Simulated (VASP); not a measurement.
Input of a VASP 6.6.1 run:

The input INCAR:

```
PREC = Accurate
ENCUT = 500
EDIFF = 1E-6
ISMEAR = 1
SIGMA = 0.1
LREAL = False
LASPH = True
NELM = 120
ALGO = Normal
ISIF = 2
LWAVE = False
LCHARG = False
GGA = PS
NBANDS = 14
GGA_COMPAT = False
```

Contents of KPOINTS:

```
Automatic mesh
0
Gamma
  12 12 12
```

The input POSCAR:

```
Rh
1.0
    0.0000000000      1.8978500000      1.8978500000
    1.8978500000      0.0000000000      1.8978500000
    1.8978500000      1.8978500000      0.0000000000
Rh
1
Direct
    0.0000000000      0.0000000000      0.0000000000
```

Potentials or basis: VASP PAW PBE potentials, release 64 (Rh_pv).

Run with:

```console
$ cat potpaw_PBE.64/Rh_pv/POTCAR > POTCAR
$ mpirun -np 1 vasp_std > vasp.out
```

Question: Estimate the pressure.

Answer: -3.8 GPa.

Question: Estimate the band gap on the k mesh.

Answer: Zero (an odd number of electrons rules out a gap without spin polarisation).

Caveat: the cell stands under tension; the PAW data sets were made with another functional, which shifts forces and pressure a little.
